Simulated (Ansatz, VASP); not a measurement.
Two plane-wave programs on Ca3F

The input INCAR:

```
PREC = Accurate
ENCUT = 600
EDIFF = 1E-7
ISMEAR = 0
SIGMA = 0.1
LREAL = F
LASPH = T
NELM = 100
ALGO = Normal
ISIF = 3
LWAVE = F
LCHARG = F
GGA = PE
IBRION = 2
NSW = 100
EDIFFG = -0.01
```

Contents of KPOINTS:

```
regular mesh
0
Gamma
  10 10 10
```

POSCAR

```
Ca3F
1.0
    5.2121902354      0.0000000000      0.0000000000
    0.0000000000      5.2121902354      0.0000000000
    0.0000000000      0.0000000000      5.2121902354
Ca F
3 1
Direct
    0.0000000000      0.5000000000      0.5000000000
    0.5000000000      0.0000000000      0.5000000000
    0.5000000000      0.5000000000      0.0000000000
    0.0000000000      0.0000000000      0.0000000000
```

Input for Ansatz:

```yaml
crystal:
  lattice:
    - [5.2121902354, 0.0, 0.0]
    - [0.0, 5.2121902354, 0.0]
    - [0.0, 0.0, 5.2121902354]
  atoms:
    - { symbol: Ca, position: [0.0, 0.5, 0.5] }
    - { symbol: Ca, position: [0.5, 0.0, 0.5] }
    - { symbol: Ca, position: [0.5, 0.5, 0.0] }
    - { symbol: F, position: [0.0, 0.0, 0.0] }
basis:
  ecutwfc: 420
kpoints:
  mp_grid: { grid: [10, 10, 10] }
hamiltonian:
  xc: pbe
scf:
  occupations: { method: gaussian, width: 0.1 }
output:
  forces: true
  stress: true
  eigenvalues: true
relax:
  adjacent_minimum: "off"
  f_tol: 0.01
  max_steps: 80
  cell: { stress_tol: 0.05 }
```

Alike in both runs: task relaxation of cell and atoms; functional PBE; k mesh 10 × 10 × 10; occupations gaussian, width 0.1 eV; no spin polarisation.

|  | VASP | Ansatz |
| --- | --- | --- |
| version | VASP 6.6.1 | Ansatz 0.2.0 |
| potentials or method | VASP PAW PBE potentials, release 64 (Ca_sv, F), cutoff 600 eV | scalar-relativistic, plane waves, PAW |
| valence electrons in the cell | 37 | 37 |

|  | VASP | Ansatz | Ansatz less VASP |
| --- | --- | --- | --- |
| gap on the k mesh at the Fermi level, each at its own relaxed structure (eV) | none | none | - |
| relaxed volume (Å³/atom) | 34.99 | 35.04 | +0.052 |
| relaxed length of the cell vector where the two differ most in proportion (Å) | 5.192 | 5.194 | +0.0025 |

A gap of «none» marks a metal or a gap that the smearing closes.
